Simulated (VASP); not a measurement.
Here is a VASP 6.6.1 calculation.

INCAR

```
ALGO = Normal
EDIFF = 1E-6
ENCUT = 600
GGA = PE
GGA_COMPAT = F
ISIF = 2
ISMEAR = -1
ISPIN = 2
LASPH = T
LCHARG = T
LELF = T
LORBIT = 11
LREAL = F
LVHAR = T
LWAVE = F
MAGMOM = 2 2
NBANDS = 17
NELM = 200
PREC = Accurate
SIGMA = 0.15
```

The input KPOINTS:

```
Automatic mesh
0
Gamma
  2 2 2
  0.5 0.5 0.5
```

The input POSCAR:

```
O
1.0
   -1.9918510000      2.0051750000      1.8302760000
    2.0494560000     -2.0706520000      1.9533580000
    1.9578190000      2.0366200000     -1.8957530000
O
2
Direct
    0.5006680000      0.2871050000      0.6601740000
    0.7421110000      0.5808650000      0.5714300000
```

Potentials or basis: VASP PAW PBE potentials, release 64 (O).

Launch:

```bash
$ cat potpaw_PBE.64/O/POTCAR > POTCAR
$ mpirun -np 1 vasp_std > vasp.out
```

(1) What does it give for the net moment?

(2) Estimate the band gap on the k mesh.

(3) What does it give for the pressure?

(4) Predict the site moments.

Results:

(1) 2.00 μB per cell.

(2) 1.91 eV (least direct gap 2.12 eV).

(3) 4.9 GPa.

(4) O +0.82 μB.

Caveat: the k points lie up to 1.16 Å⁻¹ apart; the standard files for N, O and F lose accuracy on very short bonds; this functional lacks dispersion, which holds the molecules together, so the pressure and a relaxed volume are unreliable; a shifted mesh leaves out Γ, where band edges can lie.
